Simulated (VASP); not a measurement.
A run of VASP 6.6.1:

File INCAR:

```
ALGO = Normal ; EDIFF = 1E-6
ENCUT = 520 ; GGA = PE
ISIF = 2 ; ISMEAR = 0
LASPH = T ; LCHARG = F
LREAL = F ; LWAVE = F
NBANDS = 33 ; NELM = 100
PREC = Accurate ; SIGMA = 0.01
```

The input KPOINTS:

```
k-points
0
Gamma
  6 6 6
```

Contents of POSCAR:

```
Li2MgGeS4
1.0
   -2.7435355822      2.7435355822      5.5934457814
    2.7435355822     -2.7435355822      5.5934457814
    2.7435355822      2.7435355822     -5.5934457814
Li Mg Ge S
2 1 1 4
Direct
    0.7500000000      0.2500000000      0.5000000000
    0.2500000000      0.7500000000      0.5000000000
    0.0000000000      0.0000000000      0.0000000000
    0.5000000000      0.5000000000      0.0000000000
    0.8527298936      0.8527298936      0.4625984506
    0.1472701064      0.6098685570      0.0000000000
    0.6098685570      0.1472701064      0.0000000000
    0.3901314430      0.3901314430      0.5374015494
```

Potentials or basis: VASP PAW PBE potentials, release 64 (Li_sv, Mg, Ge_d, S).

Run with:

```sh
$ cat potpaw_PBE.64/Li_sv/POTCAR potpaw_PBE.64/Mg/POTCAR potpaw_PBE.64/Ge_d/POTCAR potpaw_PBE.64/S/POTCAR > POTCAR
$ mpirun -np 1 vasp_std > vasp.out
```

Hardware: 1 thread of Oxide Virtual Turin-like Processor, on a shared host.

Estimate the wall time of this run.

Run time: 7.6 min on 1 thread of Oxide Virtual Turin-like Processor, on a shared host, peak memory 0.45 GiB. Counts: scf iterations 15, k points 30.
